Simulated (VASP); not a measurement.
A run of VASP 6.6.1 is set up as follows.

Contents of INCAR:

```
SYSTEM = AgCl
ALGO = Normal ; EDIFF = 1E-6
ENCUT = 520 ; GGA = PS
ISIF = 2 ; ISMEAR = -1
LASPH = .TRUE. ; LCHARG = .FALSE.
LREAL = .FALSE. ; LWAVE = .FALSE.
NBANDS = 26 ; NELM = 80
PREC = Accurate ; SIGMA = 0.03
```

KPOINTS

```
k-points
0
G
  9 9 8
  0 0 0
```

File POSCAR:

```
AgCl
1.0
    1.8431267268     -5.5472406873     -0.0184284277
    1.8986926792      5.5659497843      0.0371375247
    0.0196201868      0.0196201868      3.9240373500
Ag Cl
2 2
Direct
    0.3965554000      0.6034446000      0.7500000000
    0.6034446000      0.3965554000      0.2500000000
    0.8654487300      0.1345512700      0.2500000000
    0.1345512700      0.8654487300      0.7500000000
```

Potentials or basis: VASP PAW PBE potentials, release 64 (Ag, Cl).

Run with:

```console
$ cat potpaw_PBE.64/Ag/POTCAR potpaw_PBE.64/Cl/POTCAR > POTCAR
$ mpirun -np 1 vasp_std > vasp.out
```

(1) Estimate the pressure.

(2) Predict the largest force.

(3) What does it give for the band gap on the k mesh?

Answers

(1) -3.0 GPa.

(2) 0.032 eV/Å.

(3) 0.34 eV (least direct gap 1.82 eV).

Caveat: the cell differs from its parent crystal (equal xy, yz and zx shear strains of +1 %); semilocal functionals underestimate gaps, and a narrow one can read as zero; the PAW data sets were made with another functional, which shifts forces and pressure a little.
